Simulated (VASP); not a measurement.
A run of VASP 6.6.1 is set up as follows.

POSCAR

```
Al13Si3C3N13
1.0
    9.3189420000      0.0000000000      0.0000000000
    0.0000000000     10.7963580000      0.0000000000
    0.0000000000      0.0000000000     10.0069810000
Al Si C N
39 9 9 39
Direct
    0.1674690000      0.0834840000      0.2495380000
    0.1658170000      0.0841070000      0.7483090000
    0.9977620000      0.3365710000      0.2486830000
    0.0012510000      0.3326290000      0.7474000000
    0.4998910000      0.0830740000      0.7501330000
    0.3310650000      0.3351200000      0.2417880000
    0.3327350000      0.3356310000      0.7454910000
    0.1713570000      0.5886490000      0.2483110000
    0.1651570000      0.5848990000      0.7495820000
    0.0008800000      0.8313440000      0.7500890000
    0.8348470000      0.0800550000      0.2464350000
    0.8354830000      0.0839680000      0.7476710000
    0.6691630000      0.3341840000      0.2498460000
    0.6660390000      0.3338550000      0.7488230000
    0.4997770000      0.5856880000      0.2466550000
    0.5026510000      0.5802790000      0.7495250000
    0.3322380000      0.8310500000      0.2507890000
    0.8325080000      0.5830350000      0.2449370000
    0.8347690000      0.5853360000      0.7459230000
    0.6674610000      0.8314580000      0.2480020000
    0.6652840000      0.8286950000      0.7516910000
    0.0010540000      0.1670010000      0.4992730000
    0.3349710000      0.1668610000      0.9992980000
    0.1655010000      0.4180370000      0.5005520000
    0.1646750000      0.4192440000      0.9997480000
    0.9996390000      0.6654940000      0.5000760000
    0.0014120000      0.6678780000      0.9979270000
    0.6690430000      0.1665880000      0.5026890000
    0.6631360000      0.1663830000      0.9999300000
    0.5003220000      0.4172270000      0.5007380000
    0.3338500000      0.6625160000      0.9949450000
    0.1682710000      0.9164040000      0.5031330000
    0.1655550000      0.9161930000      0.9992220000
    0.8340740000      0.4164980000      0.0001740000
    0.6675820000      0.6657000000      0.5022650000
    0.6694950000      0.6634070000      0.0002930000
    0.4998030000      0.9139150000      0.5021650000
    0.4989770000      0.9165650000      0.9991090000
    0.8352580000      0.9148540000      0.9950210000
    0.4976020000      0.0841000000      0.2516070000
    0.9990770000      0.8342810000      0.2479290000
    0.3341220000      0.8324260000      0.7477240000
    0.0007140000      0.1673880000      0.0005340000
    0.3314890000      0.1691380000      0.4990720000
    0.5000870000      0.4159000000      0.9987470000
    0.3345850000      0.6668070000      0.5011580000
    0.8346190000      0.4177320000      0.5003300000
    0.8305060000      0.9179210000      0.5026390000
    0.0008700000      0.1671920000      0.1833050000
    0.0018670000      0.1667720000      0.6878000000
    0.3369330000      0.6709280000      0.1841440000
    0.3360720000      0.6749860000      0.6851690000
    0.8312030000      0.9140630000      0.6818050000
    0.3338050000      0.3251060000      0.4379480000
    0.3405150000      0.3359330000      0.9433740000
    0.8333940000      0.5749610000      0.4403430000
    0.8367430000      0.5815270000      0.9386870000
    0.3439080000      0.1569880000      0.1915430000
    0.3370300000      0.1626520000      0.6778130000
    0.1615990000      0.4221670000      0.1913000000
    0.1648800000      0.4204580000      0.6894220000
    0.0006800000      0.6800770000      0.1956340000
    0.0030400000      0.6691000000      0.6862120000
    0.6549300000      0.1598420000      0.1963340000
    0.6624040000      0.1666380000      0.6904700000
    0.5055370000      0.4156140000      0.1807540000
    0.5031670000      0.4160450000      0.6878300000
    0.1581320000      0.9130620000      0.1949240000
    0.1782650000      0.9129390000      0.6931090000
    0.8309020000      0.4151550000      0.1882990000
    0.8315980000      0.4150460000      0.6796720000
    0.6664650000      0.6692890000      0.1912560000
    0.6637380000      0.6660220000      0.6897750000
    0.4998200000      0.9287990000      0.1957680000
    0.4906940000      0.9148640000      0.6921740000
    0.8410180000      0.9097080000      0.1900250000
    0.1793990000      0.0818890000      0.4410300000
    0.1615380000      0.0849560000      0.9436990000
    0.9897480000      0.3370110000      0.4410610000
    0.9982960000      0.3229420000      0.9412930000
    0.4927120000      0.0836410000      0.4345630000
    0.4999270000      0.0801330000      0.9386730000
    0.1764230000      0.5912990000      0.4425260000
    0.1656700000      0.5847580000      0.9378800000
    0.9926670000      0.8422610000      0.4301910000
    0.0032500000      0.8362340000      0.9399540000
    0.8298810000      0.0728340000      0.4368380000
    0.8378200000      0.0876520000      0.9464290000
    0.6766900000      0.3337680000      0.4420600000
    0.6598070000      0.3337340000      0.9434010000
    0.4919130000      0.5885680000      0.4417230000
    0.5032590000      0.5728650000      0.9411920000
    0.3337300000      0.8272800000      0.4426490000
    0.3336720000      0.8362920000      0.9278160000
    0.6726430000      0.8399850000      0.4391800000
    0.6633180000      0.8346070000      0.9442280000
```

File INCAR.step1:

```
SYSTEM = Al13Si3C3N13
PREC = Accurate
ENCUT = 520
EDIFF = 1E-5
ISMEAR = -1
SIGMA = 0.05
LREAL = Auto
LASPH = .True.
NELM = 100
ALGO = Normal
ISIF = 2
LWAVE = .True.
LCHARG = .False.
NBANDS = 246
GGA = PE
LUSENCCL = .False.
```

INCAR.step2

```
SYSTEM = Al13Si3C3N13
PREC = Accurate
ENCUT = 520
EDIFF = 1E-6
ISMEAR = -1
SIGMA = 0.05
LREAL = Auto
LASPH = .True.
NELM = 100
ALGO = Normal
ISIF = 2
LWAVE = .False.
LCHARG = .False.
GGA = PE
LHFCALC = .True.
HFSCREEN = 0.2079
PRECFOCK = Fast
NBANDS = 246
ISTART = 1
LUSENCCL = .False.
```

KPOINTS

```
Automatic mesh
0
Gamma
  1 1 1
  0 0 0
```

Potentials or basis: VASP PAW PBE potentials, release 64 (Al, Si, C, N).

The run is started by

```console
$ cat potpaw_PBE.64/Al/POTCAR potpaw_PBE.64/Si/POTCAR potpaw_PBE.64/C/POTCAR potpaw_PBE.64/N/POTCAR > POTCAR
$ cp INCAR.step1 INCAR
$ mpirun -np 1 vasp_gam > vasp.out
$ cp INCAR.step2 INCAR
$ mpirun -np 1 vasp_gam > vasp.out
```

Problem. What does it give for the pressure?

Solution. -2.1 GPa.

Problem. Estimate the largest force.

Solution. 0.224 eV/Å.

Forces in eV/Å, atoms in the order of the input:
```
Al   0.015  0.048 -0.038
Al  -0.050  0.074 -0.064
Al  -0.014  0.049 -0.063
Al   0.023 -0.033 -0.060
Al   0.005  0.058 -0.022
Al  -0.012  0.062  0.020
Al   0.014  0.098 -0.028
Al   0.052  0.022 -0.055
Al  -0.054  0.011 -0.019
Al  -0.020 -0.007 -0.019
Al   0.023  0.036 -0.009
Al   0.044  0.048 -0.083
Al   0.036  0.087 -0.054
Al  -0.036  0.041 -0.074
Al  -0.019  0.104 -0.081
Al   0.059  0.017 -0.051
Al  -0.028 -0.064 -0.028
Al  -0.049  0.021 -0.004
Al  -0.008  0.063  0.003
Al   0.055 -0.002 -0.018
Al   0.038  0.004 -0.038
Al  -0.011  0.004  0.073
Al   0.017 -0.019 -0.032
Al   0.014 -0.065  0.015
Al   0.040 -0.023 -0.007
Al   0.016 -0.104  0.033
Al  -0.011 -0.068 -0.101
Al   0.042 -0.007 -0.003
Al  -0.018 -0.043 -0.065
Al  -0.030 -0.046  0.025
Al  -0.056 -0.094  0.043
Al   0.055  0.001 -0.044
Al  -0.084 -0.043 -0.079
Al  -0.009  0.019  0.001
Al   0.002 -0.090  0.014
Al   0.044 -0.062 -0.027
Al  -0.020 -0.052 -0.033
Al   0.046  0.003 -0.091
Al   0.028 -0.063 -0.035
Si  -0.027  0.035 -0.091
Si  -0.018  0.012 -0.047
Si  -0.009  0.073 -0.008
Si  -0.028  0.020 -0.008
Si  -0.047  0.007 -0.008
Si   0.003 -0.024 -0.035
Si  -0.023 -0.060 -0.075
Si   0.014 -0.030 -0.027
Si  -0.046  0.022 -0.014
C   -0.015 -0.074 -0.025
C    0.017 -0.076  0.012
C   -0.014 -0.042  0.042
C   -0.004  0.038 -0.010
C   -0.002 -0.035 -0.078
C    0.014 -0.071  0.067
C    0.056  0.087  0.075
C    0.000 -0.030  0.070
C   -0.021  0.086  0.060
N    0.107 -0.182  0.078
N    0.019 -0.083 -0.089
N    0.006 -0.056  0.027
N   -0.001 -0.040  0.012
N   -0.001  0.126  0.096
N    0.009 -0.050  0.000
N   -0.094 -0.132  0.089
N   -0.034 -0.047  0.037
N    0.003 -0.052 -0.065
N    0.017 -0.047  0.004
N   -0.058 -0.102  0.067
N    0.097 -0.110  0.054
N   -0.020 -0.079  0.022
N   -0.013 -0.060 -0.094
N    0.010 -0.064  0.053
N   -0.016 -0.053  0.014
N    0.012  0.101  0.061
N   -0.099 -0.106  0.029
N    0.035 -0.098  0.066
N    0.059  0.075  0.061
N   -0.007  0.067  0.068
N   -0.063  0.142  0.061
N   -0.016 -0.074  0.059
N    0.002  0.069 -0.067
N    0.009  0.022  0.013
N    0.076  0.161  0.087
N    0.037  0.086  0.029
N    0.013  0.074 -0.053
N    0.005  0.061  0.035
N   -0.033 -0.073  0.038
N    0.029  0.108  0.079
N    0.046  0.084  0.062
N   -0.047  0.070  0.068
N   -0.057  0.145  0.075
N   -0.028 -0.059  0.052
N    0.001 -0.027  0.044
N    0.010  0.093 -0.085
N    0.013  0.116  0.066
N   -0.018  0.075  0.045
```

Caveat: the k points lie up to 0.67 Å⁻¹ apart; the PAW data sets were made with another functional, which shifts forces and pressure a little.
